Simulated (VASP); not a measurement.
Runs of VASP 6.6.1 on NaI. It takes space group Fm-3m (No. 225, cubic). Conventional cell: a = 6.459 Å, b = 6.459 Å, c = 6.459 Å, α = 90.00°, β = 90.00°, γ = 90.00°. Within 4.2 Å of Na (site symmetry m-3m) lie 6 I at 3.23 Å. I (site symmetry m-3m) has 6 Na at 3.23 Å within 4.2 Å. 

```csv
level,k mesh,grid for exact exchange (PRECFOCK),share of exact exchange,screening parameter,gap on the mesh (eV),pressure (GPa)
PBE-based screened hybrid with 40 % exact exchange,4 × 4 × 4,Normal,0.4,0.3 1/Å,4.97,0.1
r2SCAN,6 × 6 × 6,-,-,-,(b),-0.1
PBE-based global hybrid with 100 % exact exchange,4 × 4 × 4,Normal,1,-,10.83,-1.0
HSE06,4 × 4 × 4,Normal,0.25,0.2079 1/Å,4.67,0.3
PBE-based screened hybrid with 100 % exact exchange,4 × 4 × 4,Normal,1,0.5 1/Å,5.69,(a)
PBE-based screened hybrid with 20 % exact exchange,4 × 4 × 4,Normal,0.2,0.5 1/Å,(c),0.4
```

Alike in all rows: task single point; potentials or basis VASP PAW PBE potentials, release 64 (Na_pv, I); no spin polarisation; cell as given; cutoff (eV) 520; smearing gaussian 0.01 eV.

Task: Estimate the missing entries.

Result: (a) -0.2; (b) 4.46; (c) 4.05.

Caveats: some runs use coarse meshes; the PAW data sets were made with another functional, which shifts forces and pressure a little; spin-orbit coupling is left out, which moves the levels of the heavy elements.

A k mesh can miss the band edges, and the runs leave out spin-orbit coupling on I.
